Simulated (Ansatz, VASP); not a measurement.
Ti in VASP and in Ansatz

POSCAR

```
Ti
1.0
    4.4538211635      0.0000000000      0.0000000000
   -2.2269105818      3.8571222715      0.0000000000
    0.0000000000      0.0000000000      2.8245629368
Ti
3
Direct
    0.0000000000      0.0000000000      0.0000000000
    0.3333333333      0.6666666667      0.5000000000
    0.6666666667      0.3333333333      0.5000000000
```

Contents of INCAR.step1:

```
PREC = Accurate ; ENCUT = 520
ISMEAR = 0 ; SIGMA = 0.15
LREAL = F ; LASPH = T
NELM = 100 ; NBANDS = 25
GGA = PE ; ALGO = Normal
EDIFF = 1E-4 ; LWAVE = T
LCHARG = F
```

File INCAR.step2:

```
PREC = Accurate ; ENCUT = 520
EDIFF = 1E-7 ; ISMEAR = 0
SIGMA = 0.15 ; LREAL = F
LASPH = T ; NELM = 100
ALGO = Normal ; ISIF = 2
LWAVE = F ; LCHARG = T
METAGGA = R2SCAN ; LMIXTAU = T
LELF = T ; LVHAR = T
NBANDS = 25 ; ISTART = 1
```

The input KPOINTS:

```
regular mesh
0
Gamma
  12 12 16
```

Input for Ansatz:

```yaml
crystal:
  lattice:
    - [4.4538211635, 0.0, 0.0]
    - [-2.2269105818, 3.8571222715, 0.0]
    - [0.0, 0.0, 2.8245629368]
  atoms:
    - { symbol: Ti, position: [0.0, 0.0, 0.0] }
    - { symbol: Ti, position: [0.3333333333, 0.6666666667, 0.5] }
    - { symbol: Ti, position: [0.6666666667, 0.3333333333, 0.5] }
basis:
  ecutwfc: 500
kpoints:
  mp_grid: { grid: [12, 12, 16] }
hamiltonian:
  xc: r2scan
scf:
  occupations: { method: gaussian, width: 0.15 }
output:
  forces: true
  stress: true
  eigenvalues: true
```

Change from the starting cell: strain -0.025 along x and y, +0.000 along z, atoms carried along.

Alike in both runs: task single point; functional r2SCAN; k mesh 12 × 12 × 16; occupations gaussian, width 0.15 eV; no spin polarisation.

```csv
,VASP,Ansatz
version,VASP 6.6.1,Ansatz 0.2.0
potentials or method,"VASP PAW PBE potentials, release 64 (Ti_sv), cutoff 520 eV","scalar-relativistic, plane waves, PAW"
valence electrons in the cell,36,36
```

```tsv
	VASP	Ansatz	Ansatz less VASP
gap on the k mesh at the Fermi level (eV)	none	none	-
pressure (GPa)	6.9	6.4	-0.52
traceless stress, the component that is largest in VASP (GPa)	-3.33	-3.26	+0.073
```

VASP's potentials were made for PBE, not for r2SCAN. A gap of «none» marks a metal or a gap that the smearing closes.
